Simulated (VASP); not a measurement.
# AlRu in VASP: a series of runs

The runs below take AlRu through single point, with PBE.

Program: VASP 6.6.1. These are calculated values, not measurements. Logs are shortened: lines on timing, memory, paths and dates and some standing lists are left out, and cuts for length are marked.

## (1) The cell of the first run

The cell holds a slab with vacuum, 2 atoms: a = 3.004 Å, b = 4.249 Å, c = 16.000 Å, α = 90.00°, β = 90.00°, γ = 90.00°.

## (2) Single point, PBE

The input, INCAR:

```
SYSTEM = AlRu
PREC     = Accurate       ! precision mode
ENCUT    = 520            ! plane-wave cutoff, eV
EDIFF    = 1E-6           ! SCF threshold, eV
ISMEAR   = -1             ! smearing method
SIGMA    = 0.1            ! smearing width, eV
LREAL    = .False.        ! projectors in reciprocal space
LASPH    = .True.         ! aspherical terms in the spheres
NELM     = 60             ! most SCF steps
ALGO     = Normal         ! electronic algorithm
ISIF     = 2              ! what is computed and relaxed
LWAVE    = .False.        ! write WAVECAR
LCHARG   = .False.        ! write CHGCAR
LDIPOL   = .True.       
IDIPOL   = 3            
DIPOL    = 0.5 0.5 0.500
GGA      = PE             ! functional
NBANDS   = 16             ! bands
```

The input, KPOINTS:

```
regular mesh
0
Gamma
  12 9 1
  0 0 0
```

The input, POSCAR:

```
AlRu
1.0
    3.0043569641      0.0000000000      0.0000000000
    0.0000000000      4.2488023649      0.0000000000
    0.0000000000      0.0000000000     16.0000000000
Ru Al
1 1
Direct
    0.7500000000      0.2500000000      0.5000000000
    0.2500000000      0.7500000000      0.5000000000
```

Potentials or basis: VASP PAW PBE potentials, release 64 (Ru_pv, Al).

Started as:

```console
$ cat potpaw_PBE.64/Ru_pv/POTCAR potpaw_PBE.64/Al/POTCAR > POTCAR
$ mpirun -np 1 vasp_std > vasp.out
```

OUTCAR:

```text
SYSTEM = AlRu
   PREC = Accurate
   ENCUT = 520
   EDIFF = 1E-6
   ISMEAR = -1
   LREAL = .False.
   LASPH = .True.
   NELM = 60
   ISIF = 2
   GGA = PE

 ion  position               nearest neighbor table
   1  0.750  0.250  0.500-   2 2.60   2 2.60   2 2.60   2 2.60
   2  0.250  0.750  0.500-   1 2.60   1 2.60   1 2.60   1 2.60

  LATTYP: Found a simple orthorhombic cell.
 ALAT       =     3.0043569641
 B/A-ratio  =     1.4142135624
 C/A-ratio  =     5.3255988523

  Lattice vectors:

 A1 = (   3.0043569641,   0.0000000000,   0.0000000000)
 A2 = (   0.0000000000,   4.2488023649,   0.0000000000)
 A3 = (   0.0000000000,   0.0000000000,  16.0000000000)

Analysis of symmetry for initial positions (statically):
=====================================================================
 Subroutine PRICEL returns:
 Original cell was already a primitive cell.

 Routine SETGRP: Setting up the symmetry group for a
 simple orthorhombic supercell.

 Subroutine GETGRP returns: Found  8 space group operations
 (whereof  2 operations were pure point group operations)
 out of a pool of  8 trial point group operations.

The static configuration has the point symmetry C_1h.
 The point group associated with its full space group is D_2h.

Analysis of symmetry for dynamics (positions and initial velocities):
=====================================================================
 Subroutine PRICEL returns:
 Original cell was already a primitive cell.

 Routine SETGRP: Setting up the symmetry group for a
 simple orthorhombic supercell.

 Subroutine GETGRP returns: Found  8 space group operations
 (whereof  2 operations were pure point group operations)
 out of a pool of  8 trial point group operations.

The dynamic configuration has the point symmetry C_1h.
 The point group associated with its full space group is D_2h.

 Subroutine INISYM returns: Found  8 space group operations
 (whereof  2 operations are pure point group operations),
 and found     1 'primitive' translations

----------------------------------------------------------------------------------------

                                     Primitive cell

  volume of cell :     204.2387

  direct lattice vectors                    reciprocal lattice vectors
     3.004356964  0.000000000  0.000000000     0.332849928  0.000000000  0.000000000
     0.000000000  4.248802365  0.000000000     0.000000000  0.235360441  0.000000000
     0.000000000  0.000000000 16.000000000     0.000000000  0.000000000  0.062500000

  length of vectors
     3.004356964  4.248802365 16.000000000     0.332849928  0.235360441  0.062500000

  position of ions in fractional coordinates (direct lattice)
     0.750000000  0.250000000  0.500000000
     0.250000000  0.750000000  0.500000000

  ion indices of the primitive-cell ions
   primitive index   ion index
                 1           1
                 2           2

----------------------------------------------------------------------------------------

 KPOINTS: regular mesh

Automatic generation of k-mesh.
 Grid dimensions read from file:
 generate k-points for:   12    9    1

 Generating k-lattice:

  Cartesian coordinates                     Fractional coordinates (reciprocal lattice)
     0.027737494  0.000000000  0.000000000     0.083333333  0.000000000  0.000000000
     0.000000000  0.026151160  0.000000000     0.000000000  0.111111111  0.000000000
     0.000000000  0.000000000  0.062500000     0.000000000  0.000000000  1.000000000

  Length of vectors
     0.027737494  0.026151160  0.062500000

  Shift w.r.t. Gamma in fractional coordinates (k-lattice)
     0.000000000  0.000000000  0.000000000

 Subroutine IBZKPT returns following result:
 ===========================================

 Found     35 irreducible k-points:

 Following reciprocal coordinates:
            Coordinates               Weight
  0.000000  0.000000  0.000000      1.000000
  0.083333  0.000000  0.000000      2.000000
  0.166667  0.000000  0.000000      2.000000
  0.250000  0.000000  0.000000      2.000000
  0.333333  0.000000  0.000000      2.000000
  0.416667  0.000000  0.000000      2.000000
[... 16 lines left out ...]
  0.083333  0.333333  0.000000      4.000000
  0.166667  0.333333  0.000000      4.000000
 [... further k-points ...]
   k-points           NKPTS =     35   k-points in BZ     NKDIM =     35   number of bands    NBANDS=     16
   number of dos      NEDOS =    301   number of ions     NIONS =      2
   total plane-waves  NPLWV =  92160
   dimension x,y,z NGX =    24 NGY =   32 NGZ =  120
   dimension x,y,z NGXF=    48 NGYF=   64 NGZF=  240
   ions per type =               1   1
   NGX,Y,Z   is equivalent  to a cutoff of  13.28, 12.52, 12.47 a.u.
   NGXF,Y,Z  is equivalent  to a cutoff of  26.56, 25.04, 24.94 a.u.
 SYSTEM =  AlRu
   PREC   = accura    normal or accurate (medium, high low for compatibility)
   ISTART =      0    job   : 0-new  1-cont  2-samecut
   ICHARG =      2    charge: 1-file 2-atom 10-const
   ISPIN  =      1    spin polarized calculation?
   LNONCOLLINEAR =      F non collinear calculations
   LSORBIT =      F    spin-orbit coupling
   LASPH  =      T    aspherical Exc in radial PAW
   ENCUT  =  520.0 eV  38.22 Ry    6.18 a.u.   5.59  7.90 29.75*2*pi/ulx,y,z
   NELM   =     60;   NELMIN=  2; NELMDL= -5     # of ELM steps
   EDIFF  = 0.1E-05   stopping-criterion for ELM
   LREAL  =      F    real-space projection
   EDIFFG = 0.1E-04   stopping-criterion for IOM
   NSW    =      0    number of steps for IOM
   IBRION =     -1    ionic relax: 0-MD 1-quasi-New 2-CG
   NFREE  =      0    steps in history (QN), initial steepest desc. (CG)
   ISIF   =      2    stress and relaxation
   ISYM   =      2    0-nonsym 1-usesym 2-fastsym
   POTIM  = 0.5000    time-step for ionic-motion
   TEBEG  =    0.0;   TEEND  =   0.0 temperature during run
   PSTRESS=    0.0 pullay stress
   NELECT =      17.0000    total number of electrons
   NUPDOWN=      -1.0000    fix difference up-down
   EMIN   =  10.00;   EMAX   =-10.00  energy-range for DOS
   EFERMI =   0.00;   METHOD = LEGACY
   ISMEAR =    -1;   SIGMA  =   0.10  broadening in eV -4-tet -1-fermi 0-gaus
   EFERMI_NEDOS =   21; number of points for ismear=-14 and -15
   IALGO  =     38    algorithm
   IMIX   =      4    mixing-type and parameters
     AMIX     =   0.40;   BMIX     =  1.00
     AMIX_MAG =   1.60;   BMIX_MAG =  1.00
  volume/ion in A,a.u.               =     102.12       689.14
  Fermi-wavevector in a.u.,A,eV,Ry     =   0.714790  1.350757  6.951553  0.510925
  Thomas-Fermi vector in A             =   1.802782
   LORBIT       =      0    0 simple, 1 ext, 2 COOP (PROOUT), +10 PAW based schemes
   GGA     = PE    functional components
   LHFCALC =     F    Hartree Fock is set to
   AEXX    =    0.0000 exact exchange contribution
   IVDW    =     0    specifies the selected vdW correction
   LEPSILON=     F    determine dielectric tensor
   LRPA    =     F    only Hartree local field effects (RPA)
 non-spin polarized calculation
  energy-cutoff  :      520.00
  volume of cell :      204.24
 maximum number of plane-waves:      5532
 NGX is ok and might be reduce to    24
   NGX = 11   NGY = 15   NGZ = 59

 number of electron      17.0000001 magnetization

 dipolmoment           0.000000      0.000000     -0.000000 electrons x Angstroem

 Free energy of the ion-electron system (eV)
  ---------------------------------------------------
  ext. energy  EPLUGINS =         0.00000000
  ---------------------------------------------------
  free energy    TOTEN  =       -10.55922107 eV

  energy without entropy =      -10.41126297  energy(sigma->0) =      -10.48524202

 E-fermi :  -2.9475     XC(G=0):  -2.9191

 val. band max:       -2.9678951066   @ k =   0.4167   0.3333   0.0000
 cond. band min:      -2.9429784536   @ k =   0.0000   0.0000   0.0000
 fundamental gap:      0.0249166530
 Fermi energy:        -2.9475309615

 k-point     1 :       0.0000    0.0000    0.0000
  band No.  band energies     occupation
      1     -44.5192      2.00000
      2     -44.4248      2.00000
      3     -44.3066      2.00000
      4      -9.2985      2.00000
      5      -5.2018      2.00000
      6      -3.5260      1.99387
[... 8 lines left out ...]
     15       3.6641      0.00000
     16       4.4505      0.00000

 k-point     2 :       0.0833    0.0000    0.0000
  band No.  band energies     occupation
      1     -44.5313      2.00000
      2     -44.4237      2.00000
      3     -44.3053      2.00000
      4      -9.1747      2.00000
      5      -5.0808      2.00000
      6      -3.4958      1.99171
[... 8 lines left out ...]
     15       3.6532      0.00000
     16       4.5608      0.00000

 k-point     3 :       0.1667    0.0000    0.0000
  band No.  band energies     occupation
      1     -44.5645      2.00000
      2     -44.4207      2.00000
      3     -44.3019      2.00000
      4      -8.8116      2.00000
      5      -4.7504      2.00000
      6      -4.0303      1.99996
[... 8 lines left out ...]
     15       3.2400      0.00000
     16       4.0897      0.00000

 k-point     4 :       0.2500    0.0000    0.0000
  band No.  band energies     occupation
      1     -44.6095      2.00000
      2     -44.4165      2.00000
      3     -44.2972      2.00000
      4      -8.2327      2.00000
      5      -4.6422      2.00000
      6      -4.3378      2.00000
[... 8 lines left out ...]
     15       3.7782      0.00000
     16       4.1719      0.00000
[... 324 lines left out ...]
 k-point    22 :       0.0000    0.3333    0.0000
  band No.  band energies     occupation
      1     -44.5192      2.00000
      2     -44.4247      2.00000
      3     -44.3099      2.00000
      4      -8.2692      2.00000
      5      -5.6755      2.00000
      6      -4.4177      2.00000
[... 8 lines left out ...]
     15       3.5730      0.00000
     16       4.8782      0.00000

 k-point    23 :       0.0833    0.3333    0.0000
  band No.  band energies     occupation
      1     -44.5313      2.00000
      2     -44.4236      2.00000
      3     -44.3085      2.00000
      4      -8.1692      2.00000
      5      -5.5431      2.00000
      6      -4.3614      2.00000
[... 8 lines left out ...]
     15       3.6787      0.00000
     16       4.9447      0.00000

 k-point    24 :       0.1667    0.3333    0.0000
  band No.  band energies     occupation
      1     -44.5644      2.00000
      2     -44.4205      2.00000
      3     -44.3048      2.00000
      4      -7.8897      2.00000
      5      -5.1837      2.00000
      6      -4.2049      1.99999
[... 8 lines left out ...]
     15       3.8765      0.00000
     16       4.3180      0.00000

 [... further k-points ...]

------------------------ aborting loop because EDIFF is reached ----------------------------------------

 vacuum level on the upper side and lower side of the slab       (xc-potential included)        -0.090        -0.090

  FORCE on cell =-STRESS in cart. coord.  units (eV):
  Direction    XX          YY          ZZ          XY          YZ          ZX
  --------------------------------------------------------------------------------------
  -------------------------------------------------------------------------------------
  Total       -5.2863263     -4.7855354     -0.0103223      0.0000000      0.0000000      0.0000000
  in kB      -41.4692808    -37.5407610     -0.0809748      0.0000000      0.0000000      0.0000000
  external PRESSURE =     -26.3636722 kB  Pullay stress =       0.0000000 kB

 VOLUME and BASIS-vectors are now :
 -----------------------------------------------------------------------------
  energy-cutoff  :      520.00
  volume of cell :      204.24
      direct lattice vectors                 reciprocal lattice vectors
     3.004356964  0.000000000  0.000000000     0.332849928  0.000000000  0.000000000
     0.000000000  4.248802365  0.000000000     0.000000000  0.235360441  0.000000000
     0.000000000  0.000000000 16.000000000     0.000000000  0.000000000  0.062500000

 POSITION                                       TOTAL-FORCE (eV/Angst)
 -----------------------------------------------------------------------------------
      2.25327      1.06220      8.00000         0.000000      0.000000      0.000000
      0.75109      3.18660      8.00000         0.000000      0.000000      0.000000
 -----------------------------------------------------------------------------------
    total drift:                                0.000000     -0.000000     -0.000000

  FREE ENERGIE OF THE ION-ELECTRON SYSTEM (eV)
  ---------------------------------------------------
  free  energy   TOTEN  =       -10.5592210650 eV

  energy  without entropy=      -10.4112629732  energy(sigma->0) =      -10.48524202

 vacuum level on the upper side and lower side of the slab         2.135         2.135
```

It took 58 s on 1 thread of Intel Xeon 6975P-C (Granite Rapids), shared host; peak memory 0.35 GiB.

Results:

- Free energy: -10.5592 eV
- Band gap on the k mesh: zero (an odd number of electrons rules out a gap without spin polarisation)

## (3) Single point, PBE

The input, INCAR:

```
PREC = Accurate ; ENCUT = 520
EDIFF = 1E-6 ; ISMEAR = -1
SIGMA = 0.1 ; LREAL = F
LASPH = T ; NELM = 80
ALGO = Normal ; ISIF = 2
LWAVE = F ; LCHARG = F
LDIPOL = T ; IDIPOL = 3
DIPOL = 0.5 0.5 0.500 ; GGA = PE
NBANDS = 16
```

The input, KPOINTS:

```
regular mesh
0
Gamma
  12 9 1
```

POSCAR is that of step 2.

Potentials or basis: VASP PAW PBE potentials, release 64 (Ru_pv, Al).

Started as:

```console
$ cat potpaw_PBE.64/Ru_pv/POTCAR potpaw_PBE.64/Al/POTCAR > POTCAR
$ mpirun -np 1 vasp_std > vasp.out
```

Run time: 68 s. Hardware: 1 thread of Intel Xeon 6975P-C (Granite Rapids), shared host; peak memory 0.34 GiB.

The run converged. Its results:

```
Free energy            : -10.5592 eV
Band gap on the k mesh : zero (an odd number of electrons rules out a gap without spin polarisation)
```

Levels at points of the mesh, in eV from the Fermi level:
| k point | band 6 | band 7 | band 8 | band 9 | band 10 | band 11 | band 12 | band 13 |
| --- | --- | --- | --- | --- | --- | --- | --- | --- |
| (0.00, 0.00, 0.00) | -0.58 | -0.49 | -0.05 | 0.00 | 0.49 | 1.90 | 4.57 | 5.17 |
| (0.50, 0.00, 0.00) | -1.97 | -1.54 | -0.09 | 0.16 | 3.03 | 4.69 | 4.93 | 7.29 |

The gap in the log of VASP goes by the Fermi energy; the results here count the filled bands.